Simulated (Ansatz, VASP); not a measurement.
**Na2S in VASP and in Ansatz**

Contents of INCAR:

```
SYSTEM = Na2S
PREC = Accurate
ENCUT = 450
EDIFF = 1E-7
ISMEAR = -1
SIGMA = 0.02
LREAL = .FALSE.
LASPH = .TRUE.
NELM = 120
ALGO = Normal
ISIF = 2
LWAVE = .FALSE.
LCHARG = .FALSE.
GGA = PE
IBRION = 2
NSW = 80
EDIFFG = -0.02
GGA_COMPAT = .FALSE.
NELMIN = 4
```

The input KPOINTS:

```
Automatic mesh
0
G
  7 7 7
  0 0 0
```

Contents of POSCAR:

```
Na2S
1.0
    0.0000000000      3.2735000000      3.2735000000
    3.2735000000      0.0000000000      3.2735000000
    3.2735000000      3.2735000000      0.0000000000
Na S
2 1
Direct
    0.2500000000      0.2500000000      0.2500000000
    0.7500000000      0.7500000000      0.7500000000
    0.0000000000      0.0000000000      0.0000000000
```

Input for Ansatz:

```yaml
crystal:
  lattice:
    - [0.0, 3.2735, 3.2735]
    - [3.2735, 0.0, 3.2735]
    - [3.2735, 3.2735, 0.0]
  atoms:
    - { symbol: Na, position: [0.25, 0.25, 0.25] }
    - { symbol: Na, position: [0.75, 0.75, 0.75] }
    - { symbol: S, position: [0.0, 0.0, 0.0] }
kpoints:
  mp_grid: { grid: [7, 7, 7] }
scf:
  occupations: { method: fermi_dirac, width: 0.02 }
hamiltonian:
  xc: pbe
  pseudopotentials: { kind: paw }
output:
  forces: true
  stress: true
  populations: true
  efg:
    quadrupole_moments_barn: { Na: 0.104, S: -0.0694 }
    contact_densities: true
relax:
  f_tol: 0.02
  max_steps: 60
```

Alike in both runs: task relaxation of the atoms; functional PBE; k mesh 7 × 7 × 7; occupations fermi-dirac, width 0.02 eV; no spin polarisation.

```csv
,VASP,Ansatz
version,VASP 6.6.1,Ansatz 0.2.0
potentials or method,"VASP PAW PBE potentials, release 64 (Na_pv, S)","plane-wave PAW, scalar-relativistic"
plane-wave cutoff (eV),450,420
valence electrons in the cell,20,24
```

```tsv
	VASP	Ansatz	Ansatz less VASP
gap on the k mesh at the Fermi level, each at its own relaxed structure (eV)	2.48	2.48	+0.003
```

VASP's potentials hold 20 valence electrons a cell and Ansatz's 24, so a difference there can come from the potentials and not from the codes. Ansatz's warnings: stress scf threshold loose.

Noted on VASP's run: the relaxation stopped at its first step, so nothing moved.
